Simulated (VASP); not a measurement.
# PbSe (Clausthalite) in VASP: single point with PBE+D4

Aim: the single point of PbSe (Clausthalite) with PBE+D4.

All numbers are computed with VASP 6.6.1; they aren't measurements. Logs are shortened: lines on timing, memory, paths and dates and some standing lists are left out, and cuts for length are marked.

## 1. The cell of the first run

The typed cell holds 2 atoms: a = 4.328 Å, b = 4.328 Å, c = 4.328 Å, α = 60.00°, β = 60.00°, γ = 60.00°.

## 2. Single point, PBE+D4

The input, INCAR:

```
SYSTEM = PbSe
PREC     = Accurate       ! precision mode
ENCUT    = 520            ! plane-wave cutoff, eV
EDIFF    = 1E-6           ! SCF threshold, eV
ISMEAR   = 0              ! smearing method
SIGMA    = 0.01           ! smearing width, eV
LREAL    = .FALSE.        ! projectors in reciprocal space
LASPH    = .TRUE.         ! aspherical terms in the spheres
NELM     = 80             ! most SCF steps
ALGO     = Normal         ! electronic algorithm
ISIF     = 2              ! what is computed and relaxed
LWAVE    = .FALSE.        ! write WAVECAR
LCHARG   = .FALSE.        ! write CHGCAR
GGA      = PE             ! functional
IVDW     = 13             ! dispersion correction
NBANDS   = 17             ! bands
```

The input, KPOINTS:

```
regular mesh
0
G
  4 4 4
  0 0 0
```

The input, POSCAR:

```
PbSe
1.0
    0.0000000000      3.0606500000      3.0606500000
    3.0606500000      0.0000000000      3.0606500000
    3.0606500000      3.0606500000      0.0000000000
Pb Se
1 1
Direct
   -0.0136151939     -0.0094469821      0.0095454348
    0.5097853768      0.5139697745      0.4862199913
```

Potentials or basis: VASP PAW PBE potentials, release 64 (Pb_d, Se).

The run is started by

```bash
> cat potpaw_PBE.64/Pb_d/POTCAR potpaw_PBE.64/Se/POTCAR > POTCAR
> mpirun -np 1 vasp_std > vasp.out
```

OUTCAR:

```text
SYSTEM = PbSe
   PREC = Accurate
   ENCUT = 520
   EDIFF = 1E-6
   ISMEAR = 0
   LREAL = .FALSE.
   LASPH = .TRUE.
   NELM = 80
   ISIF = 2
   GGA = PE
   IVDW = 13

 ion  position               nearest neighbor table
   1  0.986  0.991  0.010-   2 2.92   2 3.06   2 3.06   2 3.06   2 3.06   2 3.20
   2  0.510  0.514  0.486-   1 2.92   1 3.06   1 3.06   1 3.06   1 3.06   1 3.20

  LATTYP: Found a face centered cubic cell.
 ALAT       =     6.1213000000

  Lattice vectors:

 A1 = (   0.0000000000,   3.0606500000,   3.0606500000)
 A2 = (   3.0606500000,   0.0000000000,   3.0606500000)
 A3 = (   3.0606500000,   3.0606500000,   0.0000000000)

Analysis of symmetry for initial positions (statically):
=====================================================================
 Subroutine PRICEL returns:
 Original cell was already a primitive cell.

 Routine SETGRP: Setting up the symmetry group for a
 face centered cubic supercell.

 Subroutine GETGRP returns: Found  1 space group operations
 (whereof  1 operations were pure point group operations)
 out of a pool of 48 trial point group operations.

The static configuration has the point symmetry C_1 .

Analysis of symmetry for dynamics (positions and initial velocities):
=====================================================================
 Subroutine PRICEL returns:
 Original cell was already a primitive cell.

 Routine SETGRP: Setting up the symmetry group for a
 face centered cubic supercell.

 Subroutine GETGRP returns: Found  1 space group operations
 (whereof  1 operations were pure point group operations)
 out of a pool of 48 trial point group operations.

The dynamic configuration has the point symmetry C_1 .

 Subroutine INISYM returns: Found  1 space group operations
 (whereof  1 operations are pure point group operations),
 and found     1 'primitive' translations

----------------------------------------------------------------------------------------

                                     Primitive cell

  volume of cell :      57.3418

  direct lattice vectors                    reciprocal lattice vectors
     0.000000000  3.060650000  3.060650000    -0.163363991  0.163363991  0.163363991
     3.060650000  0.000000000  3.060650000     0.163363991 -0.163363991  0.163363991
     3.060650000  3.060650000  0.000000000     0.163363991  0.163363991 -0.163363991

  length of vectors
     4.328412740  4.328412740  4.328412740     0.282954733  0.282954733  0.282954733

  position of ions in fractional coordinates (direct lattice)
     0.986384806  0.990553018  0.009545435
     0.509785377  0.513969774  0.486219991

  ion indices of the primitive-cell ions
   primitive index   ion index
                 1           1
                 2           2

----------------------------------------------------------------------------------------

 KPOINTS: regular mesh

Automatic generation of k-mesh.
 Grid dimensions read from file:
 generate k-points for:    4    4    4

 Generating k-lattice:

  Cartesian coordinates                     Fractional coordinates (reciprocal lattice)
    -0.040840998  0.040840998  0.040840998     0.250000000  0.000000000  0.000000000
     0.040840998 -0.040840998  0.040840998     0.000000000  0.250000000  0.000000000
     0.040840998  0.040840998 -0.040840998     0.000000000  0.000000000  0.250000000

  Length of vectors
     0.070738683  0.070738683  0.070738683

  Shift w.r.t. Gamma in fractional coordinates (k-lattice)
     0.000000000  0.000000000  0.000000000

 Subroutine IBZKPT returns following result:
 ===========================================

 Found     36 irreducible k-points:

 Following reciprocal coordinates:
            Coordinates               Weight
  0.000000  0.000000  0.000000      1.000000
  0.250000  0.000000  0.000000      2.000000
  0.000000  0.250000  0.000000      2.000000
  0.000000  0.000000  0.250000      2.000000
  0.250000  0.250000  0.250000      2.000000
  0.500000  0.000000  0.000000      1.000000
[... 16 lines left out ...]
  0.250000  0.500000  0.500000      2.000000
  0.500000  0.000000  0.250000      2.000000
 [... further k-points ...]
   k-points           NKPTS =     36   k-points in BZ     NKDIM =     36   number of bands    NBANDS=     17
   number of dos      NEDOS =    301   number of ions     NIONS =      2
   total plane-waves  NPLWV =  32768
   dimension x,y,z NGX =    32 NGY =   32 NGZ =   32
   dimension x,y,z NGXF=    64 NGYF=   64 NGZF=   64
   ions per type =               1   1
   NGX,Y,Z   is equivalent  to a cutoff of  12.29, 12.29, 12.29 a.u.
   NGXF,Y,Z  is equivalent  to a cutoff of  24.58, 24.58, 24.58 a.u.
 SYSTEM =  PbSe
   PREC   = accura    normal or accurate (medium, high low for compatibility)
   ISTART =      0    job   : 0-new  1-cont  2-samecut
   ICHARG =      2    charge: 1-file 2-atom 10-const
   ISPIN  =      1    spin polarized calculation?
   LNONCOLLINEAR =      F non collinear calculations
   LSORBIT =      F    spin-orbit coupling
   LASPH  =      T    aspherical Exc in radial PAW
   ENCUT  =  520.0 eV  38.22 Ry    6.18 a.u.   8.05  8.05  8.05*2*pi/ulx,y,z
   NELM   =     80;   NELMIN=  2; NELMDL= -5     # of ELM steps
   EDIFF  = 0.1E-05   stopping-criterion for ELM
   LREAL  =      F    real-space projection
   EDIFFG = 0.1E-04   stopping-criterion for IOM
   NSW    =      0    number of steps for IOM
   IBRION =     -1    ionic relax: 0-MD 1-quasi-New 2-CG
   NFREE  =      0    steps in history (QN), initial steepest desc. (CG)
   ISIF   =      2    stress and relaxation
   ISYM   =      2    0-nonsym 1-usesym 2-fastsym
   POTIM  = 0.5000    time-step for ionic-motion
   TEBEG  =    0.0;   TEEND  =   0.0 temperature during run
   PSTRESS=    0.0 pullay stress
   NELECT =      20.0000    total number of electrons
   NUPDOWN=      -1.0000    fix difference up-down
   EMIN   =  10.00;   EMAX   =-10.00  energy-range for DOS
   EFERMI =   0.00;   METHOD = LEGACY
   ISMEAR =     0;   SIGMA  =   0.01  broadening in eV -4-tet -1-fermi 0-gaus
   EFERMI_NEDOS =   21; number of points for ismear=-14 and -15
   IALGO  =     38    algorithm
   IMIX   =      4    mixing-type and parameters
     AMIX     =   0.40;   BMIX     =  1.00
     AMIX_MAG =   1.60;   BMIX_MAG =  1.00
  volume/ion in A,a.u.               =      28.67       193.48
  Fermi-wavevector in a.u.,A,eV,Ry     =   1.152377  2.177676 18.068159  1.327972
  Thomas-Fermi vector in A             =   2.289028
   LORBIT       =      0    0 simple, 1 ext, 2 COOP (PROOUT), +10 PAW based schemes
   GGA     = PE    functional components
   LHFCALC =     F    Hartree Fock is set to
   AEXX    =    0.0000 exact exchange contribution
   IVDW    =    13    specifies the selected vdW correction
   LEPSILON=     F    determine dielectric tensor
   LRPA    =     F    only Hartree local field effects (RPA)
 non-spin polarized calculation
 Gauss-broadening in eV      SIGMA  =   0.01
  energy-cutoff  :      520.00
  volume of cell :       57.34
 maximum number of plane-waves:      1572
   NGX = 17   NGY = 17   NGZ = 17

 number of electron      20.0000000 magnetization

 Free energy of the ion-electron system (eV)
  ---------------------------------------------------
  ext. energy  EPLUGINS =         0.00000000
  ---------------------------------------------------
  free energy    TOTEN  =        -8.17230081 eV

  energy without entropy =       -8.17230081  energy(sigma->0) =       -8.17230081

 E-fermi :   5.0914     XC(G=0):  -9.5341

 val. band max:        4.9572890666   @ k =   0.0000   0.0000   0.5000
 cond. band min:       5.4692910079   @ k =   0.0000   0.0000   0.5000
 fundamental gap:      0.5120019413
 Fermi energy:         5.0914410706

 k-point     1 :       0.0000    0.0000    0.0000
  band No.  band energies     occupation
      1     -11.7621      2.00000
      2     -11.7597      2.00000
      3     -11.7592      2.00000
      4     -11.7592      2.00000
      5     -11.7587      2.00000
      6      -8.5652      2.00000
[... 9 lines left out ...]
     16      11.7018      0.00000
     17      13.2270      0.00000

 k-point     2 :       0.2500    0.0000    0.0000
  band No.  band energies     occupation
      1     -11.7736      2.00000
      2     -11.7710      2.00000
      3     -11.7586      2.00000
      4     -11.7443      2.00000
      5     -11.7424      2.00000
      6      -8.1223      2.00000
[... 9 lines left out ...]
     16      12.7915      0.00000
     17      16.2591      0.00000

 k-point     3 :       0.0000    0.2500    0.0000
  band No.  band energies     occupation
      1     -11.7736      2.00000
      2     -11.7710      2.00000
      3     -11.7586      2.00000
      4     -11.7443      2.00000
      5     -11.7424      2.00000
      6      -8.1223      2.00000
[... 9 lines left out ...]
     16      12.7915      0.00000
     17      16.2591      0.00000

 k-point     4 :       0.0000    0.0000    0.2500
  band No.  band energies     occupation
      1     -11.7736      2.00000
      2     -11.7710      2.00000
      3     -11.7586      2.00000
      4     -11.7443      2.00000
      5     -11.7424      2.00000
      6      -8.1222      2.00000
[... 9 lines left out ...]
     16      12.7914      0.00000
     17      16.2591      0.00000
[... 343 lines left out ...]
      1     -11.8350      2.00000
      2     -11.7629      2.00000
      3     -11.7580      2.00000
      4     -11.7324      2.00000
      5     -11.7229      2.00000
      6      -7.3323      2.00000
[... 9 lines left out ...]
     16      15.7661      0.00000
     17      16.3606      0.00000

 k-point    23 :       0.2500    0.5000    0.5000
  band No.  band energies     occupation
      1     -11.8350      2.00000
      2     -11.7629      2.00000
      3     -11.7580      2.00000
      4     -11.7324      2.00000
      5     -11.7229      2.00000
      6      -7.3324      2.00000
[... 9 lines left out ...]
     16      15.7662      0.00000
     17      16.3607      0.00000

 k-point    24 :       0.5000    0.0000    0.2500
  band No.  band energies     occupation
      1     -11.8350      2.00000
      2     -11.7629      2.00000
      3     -11.7580      2.00000
      4     -11.7324      2.00000
      5     -11.7229      2.00000
      6      -7.3323      2.00000
[... 9 lines left out ...]
     16      15.7663      0.00000
     17      16.3607      0.00000

 [... further k-points ...]

------------------------ aborting loop because EDIFF is reached ----------------------------------------

  DFT-D4 for vdW energy calculation

  Edisp (eV):   -0.79859

  FORCE on cell =-STRESS in cart. coord.  units (eV):
  Direction    XX          YY          ZZ          XY          YZ          ZX
  --------------------------------------------------------------------------------------
  -------------------------------------------------------------------------------------
  Total       0.00471     0.00478     0.38069     0.00001    -0.00003     0.00008
  in kB       0.13164     0.13365    10.63683     0.00036    -0.00078     0.00235
  external pressure =        3.63 kB  Pullay stress =        0.00 kB

 VOLUME and BASIS-vectors are now :
 -----------------------------------------------------------------------------
  energy-cutoff  :      520.00
  volume of cell :       57.34
      direct lattice vectors                 reciprocal lattice vectors
     0.000000000  3.060650000  3.060650000    -0.163363991  0.163363991  0.163363991
     3.060650000  0.000000000  3.060650000     0.163363991 -0.163363991  0.163363991
     3.060650000  3.060650000  0.000000000     0.163363991  0.163363991 -0.163363991

 POSITION                                       TOTAL-FORCE (eV/Angst)
 -----------------------------------------------------------------------------------
      3.06095      3.04819      6.05071         0.000103      0.000120      0.002996
      3.06123      3.04842      3.13336        -0.000103     -0.000120     -0.002996
 -----------------------------------------------------------------------------------
    total drift:                               -0.000009      0.000101      0.000085

  FREE ENERGIE OF THE ION-ELECTRON SYSTEM (eV)
  ---------------------------------------------------
  free  energy   TOTEN  =        -8.9708921960 eV

  energy  without entropy=       -8.9708921960  energy(sigma->0) =       -8.97089220
```

Wall time 40 s (1 thread of Intel Xeon 8259CL, shared host); peak memory 0.2 GiB.

Results:

* Free energy: -8.9709 eV
* Pressure: 0.4 GPa
* Largest force: 0.003 eV/Å
* Band gap on the k mesh: 0.51 eV, direct
* Dispersion energy per atom: -0.399 eV

Forces on the atoms (eV/Å):
```
Pb   0.000  0.000  0.003
Se   0.000  0.000 -0.003
```

Caveat: the k points lie up to 0.44 Å⁻¹ apart; spin-orbit coupling is left out, which moves the levels of the heavy elements.
